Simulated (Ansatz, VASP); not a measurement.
## Au: VASP beside Ansatz

```
Au
1.0
    -1.60755    1.60755    1.60755
     1.60755   -1.60755    1.60755
     1.60755    1.60755   -1.60755
Au
1
Direct
  0.00000 0.00000 0.00000
```

Change from the starting cell: strain -0.030 along x and y, -0.030 along z, atoms carried along.

Alike in both runs: task single point; functional PBEsol; k mesh 20 × 20 × 20; occupations gaussian, width 0.15 eV; no spin polarisation.

|  | VASP | Ansatz |
| --- | --- | --- |
| version | VASP 6.6.1 | Ansatz 0.2.0 |
| potentials or method | VASP PAW PBE potentials, release 64 (Au), cutoff 520 eV | scalar-relativistic, plane waves, PAW |
| valence electrons in the cell | 11 | 19 |

|  | VASP | Ansatz | Ansatz less VASP |
| --- | --- | --- | --- |
| gap on the k mesh at the Fermi level (eV) | none | none | - |
| pressure (GPa) | 4.5 | 4.8 | +0.26 |

VASP's potentials were made for PBE, not for PBEsol. A gap of «none» marks a metal or a gap that the smearing closes. VASP's potentials hold 11 valence electrons a cell and Ansatz's 19, so a difference there can come from the potentials and not from the codes.

Neither program's run includes spin-orbit coupling.
